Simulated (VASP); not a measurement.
Here is a VASP 6.6.1 calculation.

The input INCAR:

```
SYSTEM = Ge
ALGO     = Normal         ! electronic algorithm
EDIFF    = 1E-6           ! SCF threshold, eV
ENCUT    = 520            ! plane-wave cutoff, eV
GGA      = PE             ! functional
ISIF     = 2              ! what is computed and relaxed
ISMEAR   = 0              ! smearing method
LASPH    = .TRUE.         ! aspherical terms in the spheres
LCHARG   = .FALSE.        ! write CHGCAR
LREAL    = .FALSE.        ! projectors in reciprocal space
LWAVE    = .FALSE.        ! write WAVECAR
NBANDS   = 13             ! bands
NELM     = 80             ! most SCF steps
PREC     = Accurate       ! precision mode
SIGMA    = 0.1            ! smearing width, eV
```

File KPOINTS:

```
k-points
0
G
  6 6 6
  0 0 0
```

File POSCAR:

```
Ge
1.0
    2.8484788157      0.0000000000      0.0000000000
   -1.4242394078      2.4668550165      0.0000000000
    0.0000000000      0.0000000000      2.8058671569
Ge
1
Direct
    0.0000000000      0.0000000000      0.0000000000
```

Potentials or basis: VASP PAW PBE potentials, release 64 (Ge_d).

Run with:

```bash
$ cat potpaw_PBE.64/Ge_d/POTCAR > POTCAR
$ mpirun -np 1 vasp_std > vasp.out
```

What does it give for the band gap on the k mesh?

Zero (bands 7 and 8 overlap by 8.42 eV).

Estimate the pressure.

-0.2 GPa.

Stress tensor (GPa, compression positive):
```
-0.15  0.00  0.00
 0.00 -0.15  0.00
 0.00  0.00 -0.23
```

Caveat: the k points lie up to 0.42 Å⁻¹ apart, too coarse for converged energies and pressures of a metal.
